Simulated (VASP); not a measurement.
Set up this calculation in VASP 6.6.1, as the native input.

```
Task                   : single point
Functional             : PBE
Potentials or basis    : VASP PAW PBE potentials, release 64 (Sb, Bi_d, Te, S)
Cutoff                 : 520 eV
k mesh                 : 6 × 6 × 4
Occupations            : gaussian, width 0.1 eV
Spin                   : no spin polarisation
Dipole correction      : no
Further INCAR settings : ALGO = Normal; EDIFF = 1e-07; NBANDS = 27
```

The structure of BiSbTe2S lies in POSCAR:

```
BiSbTe2S
1.0
    5.4294023818      0.0000000000      0.0000000000
   -2.7147011909      4.7020003900      0.0000000000
    0.0000000000      0.0000000000      6.1647335921
Sb Bi Te S
1 1 2 1
Direct
    0.3333333333      0.6666666667      0.5000000000
    0.3333333333      0.6666666667      0.0000000000
    0.6666666667      0.3333333333      0.5000000000
    0.0000000000      0.0000000000      0.0000000000
    0.6666666667      0.3333333333      0.0000000000
```

The cell was generated, and may not be a known phase.

The input as run:

INCAR

```
  PREC = Accurate
  ENCUT = 520
  EDIFF = 1E-7
  ISMEAR = 0
  SIGMA = 0.1
  LREAL = F
  LASPH = T
  NELM = 80
  ALGO = Normal
  ISIF = 2
  LWAVE = F
  LCHARG = F
  GGA = PE
  NBANDS = 27
```

KPOINTS

```
regular mesh
0
Gamma
  6 6 4
```

Potentials or basis: VASP PAW PBE potentials, release 64 (Sb, Bi_d, Te, S).

The run is started by

```console
$ cat potpaw_PBE.64/Sb/POTCAR potpaw_PBE.64/Bi_d/POTCAR potpaw_PBE.64/Te/POTCAR potpaw_PBE.64/S/POTCAR > POTCAR
$ mpirun -np 1 vasp_std > vasp.out
```

Results of the run:

```json
{
  "Pressure": "-0.4 GPa",
  "Band gap on the k mesh": "zero (bands 19 and 20 overlap by 0.59 eV)"
}
```

Caveat: spin-orbit coupling is left out, which moves the levels of the heavy elements.

It took 41 s on 1 thread of Intel(R) Xeon(R) 6975P-C (Granite Rapids) (shared host), peak memory 0.32 GiB.
